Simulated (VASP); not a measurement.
# Te (P-3m1) in VASP: a series of runs, part 2 of 2

VASP 6.6.1. Earlier steps stand in the parts before.

## (4) Single point, PBE

This run uses another cell than the first one, of 53.63 Å³/atom, 0.786 times its volume.

INCAR reads:

```
PREC = Accurate
ENCUT = 520
EDIFF = 1E-6
ISMEAR = 0
SIGMA = 0.1
LREAL = False
LASPH = True
NELM = 80
ALGO = Normal
ISIF = 2
LWAVE = False
LCHARG = False
GGA = PE
NBANDS = 13
```

KPOINTS reads:

```
Automatic mesh
0
Gamma
  12 12 12
```

POSCAR reads:

```
Te
1.0
    4.9625676319      0.0000000000      0.0000000000
   -2.4812838160      4.2977096372      0.0000000000
    0.0000000000      0.0000000000      5.0291821087
Te
2
Direct
    0.3333333333      0.6666666667      0.5752120749
    0.6666666667      0.3333333333      0.4247879251
```

Potentials or basis: VASP PAW PBE potentials, release 64 (Te).

The run is started by

```sh
$ cat potpaw_PBE.64/Te/POTCAR > POTCAR
$ mpirun -np 1 vasp_std > vasp.out
```

OUTCAR:

```text
PREC = Accurate
   ENCUT = 520
   EDIFF = 1E-6
   ISMEAR = 0
   LREAL = False
   LASPH = True
   NELM = 80
   ISIF = 2
   GGA = PE

 ion  position               nearest neighbor table
   1  0.333  0.667  0.575-   2 2.96   2 2.96   2 2.96
   2  0.667  0.333  0.425-   1 2.96   1 2.96   1 2.96

  LATTYP: Found a hexagonal cell.
 ALAT       =     4.9625676319
 C/A-ratio  =     1.0134233892

  Lattice vectors:

 A1 = (   4.9625676319,   0.0000000000,   0.0000000000)
 A2 = (  -2.4812838160,   4.2977096372,   0.0000000000)
 A3 = (   0.0000000000,   0.0000000000,   5.0291821087)

Analysis of symmetry for initial positions (statically):
=====================================================================
 Subroutine PRICEL returns:
 Original cell was already a primitive cell.

 Routine SETGRP: Setting up the symmetry group for a
 hexagonal supercell.

 Subroutine GETGRP returns: Found 12 space group operations
 (whereof 12 operations were pure point group operations)
 out of a pool of 24 trial point group operations.

The static configuration has the point symmetry D_3d.

Analysis of symmetry for dynamics (positions and initial velocities):
=====================================================================
 Subroutine PRICEL returns:
 Original cell was already a primitive cell.

 Routine SETGRP: Setting up the symmetry group for a
 hexagonal supercell.

 Subroutine GETGRP returns: Found 12 space group operations
 (whereof 12 operations were pure point group operations)
 out of a pool of 24 trial point group operations.

The dynamic configuration has the point symmetry D_3d.

 Subroutine INISYM returns: Found 12 space group operations
 (whereof 12 operations are pure point group operations),
 and found     1 'primitive' translations

----------------------------------------------------------------------------------------

[... 120 lines left out ...]
   IVDW    =     0    specifies the selected vdW correction
   LEPSILON=     F    determine dielectric tensor
   LRPA    =     F    only Hartree local field effects (RPA)
 non-spin polarized calculation
 Gauss-broadening in eV      SIGMA  =   0.10
  energy-cutoff  :      520.00
  volume of cell :      107.26
 maximum number of plane-waves:      2929
 NGX is ok and might be reduce to    40
   NGX = 19   NGY = 19   NGZ = 19

 number of electron      12.0000001 magnetization

 Free energy of the ion-electron system (eV)
  ---------------------------------------------------
  ext. energy  EPLUGINS =         0.00000000
  ---------------------------------------------------
  free energy    TOTEN  =        -5.73885777 eV

  energy without entropy =       -5.73656022  energy(sigma->0) =       -5.73770899

 E-fermi :   2.1345     XC(G=0):  -6.8331

 val. band max:        2.1295299332   @ k =   0.0000   0.0000   0.2500
 cond. band min:       2.1419508399   @ k =   0.0000   0.0000   0.3333
 fundamental gap:      0.0124209066
 Fermi energy:         2.1345329124

 k-point     1 :       0.0000    0.0000    0.0000
  band No.  band energies     occupation
      1     -10.8008      2.00000
      2      -6.6087      2.00000
      3      -1.6008      2.00000
      4      -1.6008      2.00000
      5      -0.0981      2.00000
      6       1.7893      2.00000
      7       2.1045      1.32930
      8       2.1045      1.32930
      9       5.8255      0.00000
     10       7.8936      0.00000
     11       9.2631      0.00000
     12       9.2631      0.00000
     13      10.4215      0.00000
[... 354 lines left out ...]
  band No.  band energies     occupation
      1     -10.6335      2.00000
      2      -7.0536      2.00000
      3      -1.8104      2.00000
      4      -1.5126      2.00000
      5       0.2163      2.00000
      6       1.4849      2.00000
      7       2.3370      0.00419
      8       2.6025      0.00000
      9       6.1804      0.00000
     10       7.8993      0.00000
     11       8.8308      0.00000
     12       9.5070      0.00000
     13       9.7543      0.00000

 [... further k-points ...]

------------------------ aborting loop because EDIFF is reached ----------------------------------------

  FORCE on cell =-STRESS in cart. coord.  units (eV):
  Direction    XX          YY          ZZ          XY          YZ          ZX
  --------------------------------------------------------------------------------------
  -------------------------------------------------------------------------------------
  Total       -0.0228327     -0.0228327     -0.0129621      0.0000000      0.0000000      0.0000000
  in kB       -0.3410570     -0.3410570     -0.1936184      0.0000000      0.0000000      0.0000000
  external PRESSURE =      -0.2919108 kB  Pullay stress =       0.0000000 kB

 VOLUME and BASIS-vectors are now :
 -----------------------------------------------------------------------------
  energy-cutoff  :      520.00
  volume of cell :      107.26
      direct lattice vectors                 reciprocal lattice vectors
     4.962567632  0.000000000  0.000000000     0.201508589  0.116341038  0.000000000
    -2.481283816  4.297709637  0.000000000     0.000000000  0.232682076  0.000000000
     0.000000000  0.000000000  5.029182109     0.000000000  0.000000000  0.198839489

 POSITION                                       TOTAL-FORCE (eV/Angst)
 -----------------------------------------------------------------------------------
     -0.00000      2.86514      2.89285        -0.000000      0.000000     -0.000363
      2.48128      1.43257      2.13634         0.000000     -0.000000      0.000363
 -----------------------------------------------------------------------------------
    total drift:                               -0.000000      0.000000     -0.000000

  FREE ENERGIE OF THE ION-ELECTRON SYSTEM (eV)
  ---------------------------------------------------
  free  energy   TOTEN  =        -5.7388577690 eV

  energy  without entropy=       -5.7365602172  energy(sigma->0) =       -5.73770899
```

stdout:

```text
POSCAR found type information on POSCAR Te
 POSCAR found :  1 types and       2 ions
 scaLAPACK will be used
 LDA part: xc-table for (Slater+PW92), standard interpolation
 POSCAR, INCAR and KPOINTS ok, starting setup
 FFT: planning ... GRIDC
 FFT: planning ... GRID_SOFT
 FFT: planning ... GRID
 WAVECAR not read
 entering main loop
```

Run time: 5.3 min. Hardware: 1 thread of Oxide Virtual Turin-like, shared host; peak memory 0.36 GiB.

What came out:

* Free energy: -5.7389 eV
* Pressure: 0.0 GPa
* Band gap on the k mesh: zero (band 6 reaches 2.40 eV, above the bottom of band 7 at 2.10 eV)

Caveat: spin-orbit coupling is left out, which moves the levels of the heavy elements; this functional lacks dispersion, which binds the layers, so the pressure and a relaxed spacing across them are unreliable.

## (5) Relaxation of cell and atoms, PBE

This run uses another cell than the first one, of 53.63 Å³/atom, 0.786 times its volume.

INCAR reads:

```
SYSTEM = Te
  PREC = Accurate
  ENCUT = 600
  EDIFF = 1E-6
  ISMEAR = 0
  SIGMA = 0.1
  LREAL = .FALSE.
  LASPH = .TRUE.
  NELM = 100
  ALGO = Normal
  ISIF = 3
  LWAVE = .FALSE.
  LCHARG = .FALSE.
  GGA = PE
  IBRION = 2
  NSW = 100
  EDIFFG = -0.01
```

KPOINTS reads:

```
Automatic mesh
0
G
  12 12 12
  0 0 0
```

POSCAR is that of step 4.

Potentials or basis: VASP PAW PBE potentials, release 64 (Te).

The run is started by

```sh
$ cat potpaw_PBE.64/Te/POTCAR > POTCAR
$ mpirun -np 1 vasp_std > vasp.out
```

OUTCAR:

```text
SYSTEM = Te
   PREC = Accurate
   ENCUT = 600
   EDIFF = 1E-6
   ISMEAR = 0
   LREAL = .FALSE.
   LASPH = .TRUE.
   NELM = 100
   ISIF = 3
   GGA = PE
   IBRION = 2
   NSW = 100
   EDIFFG = -0.01

 ion  position               nearest neighbor table
   1  0.333  0.667  0.575-   2 2.96   2 2.96   2 2.96
   2  0.667  0.333  0.425-   1 2.96   1 2.96   1 2.96

  LATTYP: Found a hexagonal cell.
 ALAT       =     4.9625676319
 C/A-ratio  =     1.0134233892

  Lattice vectors:

 A1 = (   4.9625676319,   0.0000000000,   0.0000000000)
 A2 = (  -2.4812838160,   4.2977096372,   0.0000000000)
 A3 = (   0.0000000000,   0.0000000000,   5.0291821087)

Analysis of symmetry for initial positions (statically):
=====================================================================
 Subroutine PRICEL returns:
 Original cell was already a primitive cell.

 Routine SETGRP: Setting up the symmetry group for a
 hexagonal supercell.

 Subroutine GETGRP returns: Found 12 space group operations
 (whereof 12 operations were pure point group operations)
 out of a pool of 24 trial point group operations.

The static configuration has the point symmetry D_3d.

Analysis of symmetry for dynamics (positions and initial velocities):
=====================================================================
 Subroutine PRICEL returns:
 Original cell was already a primitive cell.

 Routine SETGRP: Setting up the symmetry group for a
 hexagonal supercell.

 Subroutine GETGRP returns: Found 12 space group operations
 (whereof 12 operations were pure point group operations)
 out of a pool of 24 trial point group operations.

The dynamic configuration has the point symmetry D_3d.

[... 172 lines left out ...]
 -----------------------------------------------------------------------------------
    total drift:                               -0.000000      0.000000     -0.000000

  FREE ENERGIE OF THE ION-ELECTRON SYSTEM (eV)
  ---------------------------------------------------
  free  energy   TOTEN  =        -5.7388593765 eV

  energy  without entropy=       -5.7365618256  energy(sigma->0) =       -5.73771060

--------------------------------------- Ionic step        2  -------------------------------------------

 number of electron      12.0000001 magnetization

 Free energy of the ion-electron system (eV)
  ---------------------------------------------------
  ext. energy  EPLUGINS =         0.00000000
  ---------------------------------------------------
  free energy    TOTEN  =        -5.73886947 eV

  energy without entropy =       -5.73657389  energy(sigma->0) =       -5.73772168

 E-fermi :   2.1461     XC(G=0):  -6.8380

 val. band max:        2.1409993793   @ k =   0.0000   0.0000   0.2500
 cond. band min:       2.1534591517   @ k =   0.0000   0.0000   0.3333
 fundamental gap:      0.0124597723
 Fermi energy:         2.1461291644

 k-point     1 :       0.0000    0.0000    0.0000
  band No.  band energies     occupation
      1     -10.7974      2.00000
      2      -6.5927      2.00000
      3      -1.5941      2.00000
      4      -1.5941      2.00000
      5      -0.0905      2.00000
      6       1.8007      2.00000
      7       2.1159      1.33137
      8       2.1159      1.33137
      9       5.8382      0.00000
     10       7.9040      0.00000
[... 287 lines left out ...]
 k-point    24 :       0.0000    0.1667    0.0833
  band No.  band energies     occupation
      1     -10.6297      2.00000
      2      -7.0396      2.00000
      3      -1.8043      2.00000
      4      -1.5057      2.00000
      5       0.2253      2.00000
      6       1.4965      2.00000
      7       2.3488      0.00416
      8       2.6152      0.00000
      9       6.1920      0.00000
     10       7.9112      0.00000

 [... further k-points ...]

------------------------ aborting loop because EDIFF is reached ----------------------------------------

  FORCE on cell =-STRESS in cart. coord.  units (eV):
  Direction    XX          YY          ZZ          XY          YZ          ZX
  --------------------------------------------------------------------------------------
  -------------------------------------------------------------------------------------
  Total        0.0117910      0.0117910     -0.0122279     -0.0000000     -0.0000000     -0.0000000
  in kB        0.1763860      0.1763860     -0.1829222     -0.0000000     -0.0000000     -0.0000000
  external PRESSURE =       0.0566166 kB  Pullay stress =       0.0000000 kB

 VOLUME and BASIS-vectors are now :
 -----------------------------------------------------------------------------
  energy-cutoff  :      600.00
  volume of cell :      107.10
      direct lattice vectors                 reciprocal lattice vectors
     4.959709249  0.000000000 -0.000000000     0.201624722  0.116408088 -0.000000000
    -2.479854624  4.295234205  0.000000000    -0.000000000  0.232816175  0.000000000
     0.000000000  0.000000000  5.027521893     0.000000000 -0.000000000  0.198905151

 POSITION                                       TOTAL-FORCE (eV/Angst)
 -----------------------------------------------------------------------------------
     -0.00000      2.86349      2.89187         0.000000     -0.000000      0.005285
      2.47985      1.43174      2.13565        -0.000000      0.000000     -0.005285
 -----------------------------------------------------------------------------------
    total drift:                                0.000000     -0.000000     -0.000000

  FREE ENERGIE OF THE ION-ELECTRON SYSTEM (eV)
  ---------------------------------------------------
  free  energy   TOTEN  =        -5.7388694658 eV

  energy  without entropy=       -5.7365738918  energy(sigma->0) =       -5.73772168

 reached required accuracy - stopping structural energy minimisation
```

CONTCAR:

```text
Te
   1.00000000000000
     4.9597092488783483    0.0000000000000333   -0.0000000000000001
    -2.4798546244891169    4.2952342048895282    0.0000000000000000
     0.0000000000000001    0.0000000000000000    5.0275218926137732
  Te
     2
Direct
     0.3333333332999970    0.6666666667000030    0.5752077772773216
     0.6666666667000030    0.3333333332999970    0.4247922227226784

  0.00000000E+00  0.00000000E+00  0.00000000E+00
  0.00000000E+00  0.00000000E+00  0.00000000E+00
```

It took 3.6 min on 1 thread of Oxide Virtual Turin-like, shared host; peak memory 0.38 GiB.

What came out:

```yaml
Free_energy: -5.7389 eV
Relaxed_volume: 53.55 Å³/atom
Relaxed_cell: a = 4.960 Å, b = 4.960 Å, c = 5.028 Å, α = 90.00°, β = 90.00°, γ = 120.00°
Space_group_after_relaxing_to_0.05_Å: P-3m1 (No. 164)
Energy_gained_by_relaxing: 0.0 meV/atom
Ionic_steps: 2
Pressure_after_relaxing: 0.0 GPa
Largest_force_after_relaxing: 0.005 eV/Å
Band_gap_on_the_k_mesh: zero (band 6 reaches 2.42 eV, above the bottom of band 7 at 2.12 eV)
```

Forces in eV/Å, atoms in the order of the input:
```
Te   0.000  0.000  0.005
Te   0.000  0.000 -0.005
```

Final structure:
```xyz
2
Lattice="4.9597 0.0000 0.0000 -2.4799 4.2952 0.0000 0.0000 0.0000 5.0275" Properties=species:S:1:pos:R:3 pbc="T T T"
Te    0.0000    2.8635    2.8919
Te    2.4799    1.4317    2.1357
```

Levels at points of the mesh, in eV from the Fermi level:
```csv
k point,band 2,band 3,band 4,band 5,band 6,band 7,band 8,band 9,band 10
"(0.00, 0.00, 0.00)",-8.74,-3.74,-3.74,-2.24,-0.35,-0.03,-0.03,3.69,5.76
"(0.50, 0.00, 0.00)",-10.71,-4.44,-3.33,-1.50,-1.15,1.76,2.01,4.67,4.89
"(0.00, 0.00, 0.50)",-8.78,-3.68,-3.68,-3.07,-0.15,0.02,0.02,5.45,6.00
"(0.50, 0.00, 0.50)",-10.67,-4.36,-3.60,-2.06,-1.48,1.79,1.89,4.81,5.95
```

Caveat: spin-orbit coupling is left out, which moves the levels of the heavy elements; this functional lacks dispersion, which binds the layers, so the pressure and a relaxed spacing across them are unreliable.

## (6) Summary

```csv
task,cell,k mesh,cutoff (eV),gap on the mesh (eV),pressure (GPa),relaxed volume (Å³/atom),largest force (eV/Å)
relaxation of cell and atoms,"relaxed from a = 4.914, b = 4.914, c = 6.530 Å, angles 90.0, 90.0, 120.0°, 2 atoms",6 × 6 × 4,600,none,0.0,68.65,0.01
single point,"a = 4.963, b = 4.963, c = 5.029 Å, angles 90.0, 90.0, 120.0°, 2 atoms",12 × 12 × 10,520,none,0.0,-,-
single point,"a = 4.963, b = 4.963, c = 5.029 Å, angles 90.0, 90.0, 120.0°, 2 atoms",12 × 12 × 12,520,none,0.0,-,-
relaxation of cell and atoms,"relaxed from a = 4.963, b = 4.963, c = 5.029 Å, angles 90.0, 90.0, 120.0°, 2 atoms",12 × 12 × 12,600,none,0.0,53.55,0.01
```

Alike in all rows: level PBE; potentials or basis VASP PAW PBE potentials, release 64 (Te); no spin polarisation; smearing gaussian 0.1 eV.

Caveats: spin-orbit coupling is left out, which moves the levels of the heavy elements; this functional lacks dispersion, which binds the layers, so the pressure and a relaxed spacing across them are unreliable (some runs).

Absolute energies hang on the potentials; compare differences alone.
